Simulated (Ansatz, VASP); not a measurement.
Hg: VASP beside Ansatz

```
CELL_PARAMETERS angstrom
1.87786 1.08418 2.15473
-1.87786 1.08418 2.15473
0.00000 -2.16837 2.15473
ATOMIC_POSITIONS crystal
Hg 0.00000 0.00000 0.00000
```

Alike in both runs: task single point; functional r2SCAN; k mesh 12 × 12 × 12; occupations fermi-dirac, width 0.1 eV; no spin polarisation.

```csv
,VASP,Ansatz
version,VASP 6.6.1,Ansatz 0.2.0
potentials or method,"VASP PAW PBE potentials, release 64 (Hg), cutoff 520 eV","plane waves (500 eV) with PAW, scalar-relativistic"
valence electrons in the cell,12,20
```

|  | VASP | Ansatz | Ansatz less VASP |
| --- | --- | --- | --- |
| pressure (GPa) | 0.4 | 0.1 | -0.35 |
| traceless stress, the component that is largest in VASP (GPa) | 0.09 | -0.05 | -0.137 |

VASP's potentials were made for PBE, not for r2SCAN. VASP's potentials hold 12 valence electrons a cell and Ansatz's 20, so a difference there can come from the potentials and not from the codes.

Neither program's run includes spin-orbit coupling.
